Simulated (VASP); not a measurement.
# MgO (Fm-3m) in VASP: a series of runs, part 2 of 2

VASP 6.6.1.

## Step 3: Vibrations by perturbation theory, PBEsol

This run uses another cell than the first one, of 9.75 Å³/atom.

INCAR

```
SYSTEM = MgO
ALGO     = Normal         ! electronic algorithm
EDIFF    = 1E-8           ! SCF threshold, eV
ENCUT    = 520            ! plane-wave cutoff, eV
GGA      = PS             ! functional
IBRION   = 8              ! ionic algorithm
ISIF     = 2              ! what is computed and relaxed
ISMEAR   = 0              ! smearing method
LASPH    = .True.         ! aspherical terms in the spheres
LCHARG   = .False.        ! write CHGCAR
LEPSILON = .True.         ! dielectric tensor by DFPT
LREAL    = .False.        ! projectors in reciprocal space
LWAVE    = .False.        ! write WAVECAR
NELM     = 60             ! most SCF steps
NSW      = 1              ! ionic steps
PREC     = Accurate       ! precision mode
SIGMA    = 0.01           ! smearing width, eV
```

KPOINTS

```
k-points
0
Gamma
  10 10 10
  0 0 0
```

POSCAR

```
MgO
1.0
    0.0000000000      2.1361000000      2.1361000000
    2.1361000000      0.0000000000      2.1361000000
    2.1361000000      2.1361000000      0.0000000000
Mg O
1 1
Direct
    0.0000000000      0.0000000000      0.0000000000
    0.5000000000      0.5000000000      0.5000000000
```

Potentials or basis: VASP PAW PBE potentials, release 64 (Mg, O).

On the command line:

```sh
> cat potpaw_PBE.64/Mg/POTCAR potpaw_PBE.64/O/POTCAR > POTCAR
> mpirun -np 1 vasp_std > vasp.out
```

OUTCAR:

```text
SYSTEM = MgO
   EDIFF = 1E-8
   ENCUT = 520
   GGA = PS
   IBRION = 8
   ISIF = 2
   ISMEAR = 0
   LASPH = .True.
   LEPSILON = .True.
   LREAL = .False.
   NELM = 60
   NSW = 1
   PREC = Accurate

 ion  position               nearest neighbor table
   1  0.000  0.000  0.000-   2 2.14   2 2.14   2 2.14   2 2.14   2 2.14   2 2.14
   2  0.500  0.500  0.500-   1 2.14   1 2.14   1 2.14   1 2.14   1 2.14   1 2.14

  LATTYP: Found a face centered cubic cell.
 ALAT       =     4.2722000000

  Lattice vectors:

 A1 = (   0.0000000000,   2.1361000000,   2.1361000000)
 A2 = (   2.1361000000,   0.0000000000,   2.1361000000)
 A3 = (   2.1361000000,   2.1361000000,   0.0000000000)

Analysis of symmetry for initial positions (statically):
=====================================================================
 Subroutine PRICEL returns:
 Original cell was already a primitive cell.

 Routine SETGRP: Setting up the symmetry group for a
 face centered cubic supercell.

 Subroutine GETGRP returns: Found 48 space group operations
 (whereof 48 operations were pure point group operations)
 out of a pool of 48 trial point group operations.

The static configuration has the point symmetry O_h .

Analysis of symmetry for dynamics (positions and initial velocities):
=====================================================================
 Subroutine PRICEL returns:
 Original cell was already a primitive cell.

 Routine SETGRP: Setting up the symmetry group for a
 face centered cubic supercell.

 Subroutine GETGRP returns: Found 48 space group operations
 (whereof 48 operations were pure point group operations)
 out of a pool of 48 trial point group operations.

The dynamic configuration has the point symmetry O_h .

 Subroutine INISYM returns: Found 48 space group operations
 (whereof 48 operations are pure point group operations),
 and found     1 'primitive' translations

----------------------------------------------------------------------------------------

                                     Primitive cell

  volume of cell :      19.4937

  direct lattice vectors                    reciprocal lattice vectors
     0.000000000  2.136100000  2.136100000    -0.234071439  0.234071439  0.234071439
     2.136100000  0.000000000  2.136100000     0.234071439 -0.234071439  0.234071439
     2.136100000  2.136100000  0.000000000     0.234071439  0.234071439 -0.234071439

  length of vectors
     3.020901591  3.020901591  3.020901591     0.405423624  0.405423624  0.405423624

  position of ions in fractional coordinates (direct lattice)
     0.000000000  0.000000000  0.000000000
[... 455 lines left out ...]
    -0.00013  0.00000  0.00000
     0.00000 -0.00013 -0.00000
     0.00000 -0.00000 -0.00015

--------------------------------------- Ionic step        4  -------------------------------------------

------------------------ aborting loop because EDIFF is reached ----------------------------------------

[... ionic steps 5 to 6 ...]

--------------------------------------- Ionic step        7  -------------------------------------------

 Free energy of the ion-electron system (eV)
  ---------------------------------------------------
  ---------------------------------------------------
  free energy    TOTEN  =        -0.35766549 eV

  energy without entropy =       -0.35766549

------------------------ aborting loop because EDIFF is reached ----------------------------------------

 INTERNAL STRAIN TENSOR  FOR ION    2  DIRECTION 1   (eV/Angst):
 -----------------------------------------------------------------------------
    -0.00454  0.00000  0.00000
     0.00000  0.00703  0.00000
    -0.00000  0.00000  0.00703

 MACROSCOPIC STATIC DIELECTRIC TENSOR (including local field effects in DFT)
 ------------------------------------------------------
           3.224836     0.000000    -0.000000
          -0.000000     3.224836    -0.000000
           0.000000     0.000000     3.224836
 ------------------------------------------------------

 PIEZOELECTRIC TENSOR (including local field effects)  for field in x, y, z        (e  Angst)
          XX          YY          ZZ          XY          YZ          ZX
  --------------------------------------------------------------------------------
  x     0.00000     0.00000     0.00000     0.00000     0.00000     0.00000
  y     0.00000     0.00000     0.00000     0.00000     0.00000     0.00000
  z     0.00000     0.00000     0.00000     0.00000     0.00000     0.00000

 PIEZOELECTRIC TENSOR (including local field effects)  for field in x, y, z        (C/m^2)
          XX          YY          ZZ          XY          YZ          ZX
  --------------------------------------------------------------------------------
  x     0.00000     0.00000     0.00000     0.00000     0.00000     0.00000
  y     0.00000     0.00000     0.00000     0.00000     0.00000     0.00000
  z     0.00000     0.00000     0.00000     0.00000     0.00000     0.00000

 BORN EFFECTIVE CHARGES (including local field effects) (in |e|, cummulative output)
 ---------------------------------------------------------------------------------
 ion    1
    1     1.98405     0.00000     0.00000
    2     0.00000     1.98405     0.00000
    3     0.00000     0.00000     1.98405
 ion    2
    1    -1.98405     0.00000     0.00000
    2     0.00000    -1.98405     0.00000
    3     0.00000     0.00000    -1.98405

 INTERNAL STRAIN TENSOR FOR ION    2 for displacements in x,y,z  (eV/Angst):
          X           Y           Z          XY          YZ          ZX
  --------------------------------------------------------------------------------
  x     0.00000     0.00000     0.00000     0.00000     0.00000     0.00000
  y     0.00000     0.00000     0.00000     0.00000     0.00000     0.00000
  z     0.00000     0.00000     0.00000     0.00000     0.00000     0.00000

 SECOND DERIVATIVES (NOT SYMMETRIZED)
 ------------------------------------
               1X          1Y          1Z          2X          2Y          2Z
  1X    -4.374394    0.000000    0.000000    4.374394    0.000000    0.000000
  1Y     0.000000   -4.374394    0.000000    0.000000    4.374394    0.000000
  1Z     0.000000    0.000000   -4.374394    0.000000    0.000000    4.374394
  2X     4.378689    0.000000    0.000000   -4.378689    0.000000    0.000000
  2Y     0.000000    4.378689    0.000000    0.000000   -4.378689    0.000000
  2Z     0.000000    0.000000    4.378689    0.000000    0.000000   -4.378689

 Eigenvectors and eigenvalues of the dynamical matrix
 ----------------------------------------------------

   1 f  =   10.529552 THz    66.159124 2PiTHz  351.228038 cm-1    43.546707 meV
             X         Y         Z           dx          dy          dz
      0.000000  0.000000  0.000000     0.000000    0.000000   -0.629872
      2.136100  2.136100  2.136100     0.000000    0.000000    0.776699
[... 21 lines left out ...]
   6 f/i=    0.002528 THz     0.015884 2PiTHz    0.084327 cm-1     0.010455 meV
             X         Y         Z           dx          dy          dz
      0.000000  0.000000  0.000000    -0.511978    0.583835   -0.016666
      2.136100  2.136100  2.136100    -0.415193    0.473466   -0.013516

--------------------------------------------------------------------------------------------------------

 MACROSCOPIC STATIC DIELECTRIC TENSOR IONIC CONTRIBUTION
 ------------------------------------------------------
           8.349186     0.000000     0.000000
           0.000000     8.349186     0.000000
           0.000000     0.000000     8.349186
 ------------------------------------------------------

 ELASTIC MODULI CONTR FROM IONIC RELAXATION (kBar)
 Direction    XX          YY          ZZ          XY          YZ          ZX
 --------------------------------------------------------------------------------
 XX           0.0000      0.0000      0.0000      0.0000      0.0000      0.0000
 YY           0.0000      0.0000      0.0000      0.0000      0.0000      0.0000
 ZZ           0.0000      0.0000      0.0000      0.0000      0.0000      0.0000
 XY           0.0000      0.0000      0.0000      0.0000      0.0000      0.0000
 YZ           0.0000      0.0000      0.0000      0.0000      0.0000      0.0000
 ZX           0.0000      0.0000      0.0000      0.0000      0.0000      0.0000
 --------------------------------------------------------------------------------

 PIEZOELECTRIC TENSOR IONIC CONTR  for field in x, y, z        (C/m^2)
          XX          YY          ZZ          XY          YZ          ZX
  --------------------------------------------------------------------------------
  x     0.00000     0.00000     0.00000     0.00000     0.00000     0.00000
  y     0.00000     0.00000     0.00000     0.00000     0.00000     0.00000
  z     0.00000     0.00000     0.00000     0.00000     0.00000     0.00000
```

It took 1.7 min on 1 thread of AMD EPYC 7R13 (Zen 3), shared host; peak memory 0.15 GiB.

Results:

```
Electronic dielectric tensor (diagonal)                 : 3.22
Born charges (mean of the diagonal)                     : Mg +1.98; O -1.98 e
Highest phonon frequency at Γ, LO-TO splitting left out : 351 cm⁻¹
```

Phonon frequencies in cm⁻¹ (negative: imaginary):
```
              q point        frequencies
(0.000, 0.000, 0.000)  0 0 0 351 351 351
```

Electronic dielectric tensor:
```
3.22 0.00 0.00
0.00 3.22 0.00
0.00 0.00 3.22
```

Born effective charge tensors (e):
atom 1, Mg
```
1.98 0.00 0.00
0.00 1.98 0.00
0.00 0.00 1.98
```
atom 2, O
```
-1.98  0.00  0.00
 0.00 -1.98  0.00
 0.00  0.00 -1.98
```

Caveat: the cell stands under pressure or tension, which shifts response properties; the PAW data sets were made with another functional, which shifts forces and pressure a little.
